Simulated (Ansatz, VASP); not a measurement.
## Ga3Bi2N3 in VASP and in Ansatz

```
Ga Bi N
1.0
     3.49193    2.01606    4.02865
    -3.49193    2.01606    4.02865
     0.00000   -4.03213    4.02865
Ga Bi N
3 2 3
Direct
  0.50000 0.50000 0.00000
  0.00000 0.50000 0.50000
  0.50000 0.00000 0.50000
  0.77676 0.77676 0.77676
  0.22324 0.22324 0.22324
  0.00000 0.00000 0.50000
  0.50000 0.00000 0.00000
  0.00000 0.50000 0.00000
```

Alike in both runs: task relaxation of cell and atoms; functional PBE; k mesh 2 × 2 × 2; occupations gaussian, width 0.15 eV; no spin polarisation.

```csv
,VASP,Ansatz
version,VASP 6.6.1,Ansatz 0.2.0
potentials or method,"VASP PAW PBE potentials, release 64 (Ga_d, Bi_d, N), cutoff 600 eV","scalar-relativistic, plane waves, PAW"
valence electrons in the cell,84,84
```

|  | VASP | Ansatz | Ansatz less VASP |
| --- | --- | --- | --- |
| gap on the k mesh at the Fermi level, each at its own relaxed structure (eV) | none | none | - |
| relaxed volume (Å³/atom) | 23.81 | 23.80 | -0.003 |
| relaxed cell length with the largest relative difference (Å) | 6.089 | 6.099 | +0.0101 |

A gap of «none» marks a metal or a gap that the smearing closes.

The k mesh is coarse, so the values compare programs but aren't converged. Neither program's run includes spin-orbit coupling.
